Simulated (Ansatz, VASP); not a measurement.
One calculation of Sn4SeS3, two programs

```
Sn Se S
1.0
     4.17598    0.00000    0.00000
     0.00000    4.17598    0.00000
     0.00000    0.00000   11.80667
Sn Se S
4 1 3
Cartesian
  0.0000 0.0000 0.0000
  2.0880 2.0880 2.8896
  0.0000 0.0000 5.9033
  2.0880 2.0880 8.9171
  2.0880 2.0880 5.9033
  0.0000 0.0000 8.8771
  2.0880 2.0880 0.0000
  0.0000 0.0000 2.9295
```

Alike in both runs: task single point; functional PBE; k mesh 6 × 6 × 2; occupations gaussian, width 0.2 eV; no spin polarisation.

|  | VASP | Ansatz |
| --- | --- | --- |
| version | VASP 6.6.1 | Ansatz 0.2.0 |
| potentials or method | VASP PAW PBE potentials, release 64 (Sn_d, Se, S), cutoff 520 eV | scalar-relativistic, plane waves, PAW |
| valence electrons in the cell | 80 | 90 |

```csv
,VASP,Ansatz,Ansatz less VASP
gap on the k mesh at the Fermi level (eV),0.43,0.43,+0.001
least direct gap on the mesh (eV),0.43,0.43,+0.001
pressure (GPa),-0.2,-0.2,+0.04
"traceless stress, the component that is largest in VASP (GPa)",0.33,0.33,+0.001
rms of the force components (eV/Å),0.006,0.006,-0.0002
```

Atom by atom the forces differ by 0.000 eV/Å (rms over components). VASP's potentials hold 80 valence electrons a cell and Ansatz's 90, so a difference there can come from the potentials and not from the codes.
